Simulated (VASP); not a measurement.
Write the native input for VASP 6.6.1 that does the following.

```yaml
Task: single point
Functional: r2SCAN
Potentials_or_basis: VASP PAW PBE potentials, release 64 (Mg, O)
Cutoff: 520 eV
k_mesh: 12 × 12 × 12
Occupations: gaussian, width 0.02 eV
Spin: no spin polarisation
Dipole_correction: no
Further_INCAR_settings: ALGO = Normal; EDIFF = 1e-06; NBANDS = 14
```

MgO2:

```
CELL_PARAMETERS angstrom
1.63937 0.94649 3.53053
-1.63937 0.94649 3.53053
0.00000 -1.89298 3.53053
ATOMIC_POSITIONS crystal
Mg 0.00000 0.00000 0.00000
O 0.42927 0.42927 0.42927
O 0.57073 0.57073 0.57073
```

The input as run:

POSCAR

```
MgO2
1.0
    1.6393656656      0.9464882083      3.5305279283
   -1.6393656656      0.9464882083      3.5305279283
    0.0000000000     -1.8929764166      3.5305279283
Mg O
1 2
Direct
    0.0000000000      0.0000000000      0.0000000000
    0.4292696856      0.4292696856      0.4292696856
    0.5707303144      0.5707303144      0.5707303144
```

INCAR.step1

```
PREC = Accurate
ENCUT = 520
ISMEAR = 0
SIGMA = 0.02
LREAL = F
LASPH = T
NELM = 60
NBANDS = 14
GGA = PE
ALGO = Normal
EDIFF = 1E-4
LWAVE = T
LCHARG = F
```

INCAR.step2

```
PREC = Accurate
ENCUT = 520
EDIFF = 1E-6
ISMEAR = 0
SIGMA = 0.02
LREAL = F
LASPH = T
NELM = 60
ALGO = Normal
ISIF = 2
LWAVE = F
LCHARG = T
METAGGA = R2SCAN
LMIXTAU = T
LELF = T
LVHAR = T
NBANDS = 14
ISTART = 1
```

KPOINTS

```
Automatic mesh
0
Gamma
  12 12 12
```

Potentials or basis: VASP PAW PBE potentials, release 64 (Mg, O).

Run with:

```bash
$ cat potpaw_PBE.64/Mg/POTCAR potpaw_PBE.64/O/POTCAR > POTCAR
$ cp INCAR.step1 INCAR
$ mpirun -np 1 vasp_std > vasp.out
$ cp INCAR.step2 INCAR
$ mpirun -np 1 vasp_std > vasp.out
```

Results of the run:

```
Pressure               : -10.8 GPa
Largest force          : 0.255 eV/Å
Band gap on the k mesh : 2.82 eV
```

Caveat: the cell stands under tension; the PAW data sets were made with another functional, which shifts forces and pressure a little.

Run time: 2.9 min on 1 thread of Intel(R) Xeon(R) 6975P-C (Granite Rapids) (shared host), peak memory 0.23 GiB.
